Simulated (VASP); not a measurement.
Write the native input for VASP 6.6.1 that does the following.

* Task: single point
* Functional: PBEsol
* Potentials or basis: VASP PAW PBE potentials, release 64 (Al)
* Cutoff: 520 eV
* k mesh: 12 × 12 × 6
* Occupations: fermi-dirac, width 0.1 eV
* Spin: no spin polarisation
* Dipole correction: no
* Further INCAR settings: ALGO = Normal; EDIFF = 1e-06; NBANDS = 10

The structure of Al lies in POSCAR:

```
Al
1.0
    2.7353623072      0.0000000000      0.0000000000
   -1.3676816399      2.3688937553      0.0000000000
    0.0000000000      0.0000000000      4.7334439289
Al
2
Direct
    0.6666666667      0.3333333333      0.7500000000
    0.3333333333      0.6666666667      0.2500000000
```

One way to write it, as run:

INCAR

```
SYSTEM = Al
PREC     = Accurate       ! precision mode
ENCUT    = 520            ! plane-wave cutoff, eV
EDIFF    = 1E-6           ! SCF threshold, eV
ISMEAR   = -1             ! smearing method
SIGMA    = 0.1            ! smearing width, eV
LREAL    = .False.        ! projectors in reciprocal space
LASPH    = .True.         ! aspherical terms in the spheres
NELM     = 80             ! most SCF steps
ALGO     = Normal         ! electronic algorithm
ISIF     = 2              ! what is computed and relaxed
LWAVE    = .False.        ! write WAVECAR
LCHARG   = .False.        ! write CHGCAR
GGA      = PS             ! functional
NBANDS   = 10             ! bands
```

KPOINTS

```
Automatic mesh
0
Gamma
  12 12 6
  0 0 0
```

Potentials or basis: VASP PAW PBE potentials, release 64 (Al).

Command:

```sh
$ cat potpaw_PBE.64/Al/POTCAR > POTCAR
$ mpirun -np 1 vasp_std > vasp.out
```

Results of the run:

```json
{"Pressure": "5.8 GPa", "Band gap on the k mesh": "zero (band 3 reaches 12.56 eV, above the bottom of band 4 at 5.56 eV)"}
```

Caveat: the PAW data sets were made with another functional, which shifts forces and pressure a little.

Run time: 28 s on 1 thread of AMD EPYC 7R13, on a shared host, peak memory 0.11 GiB.
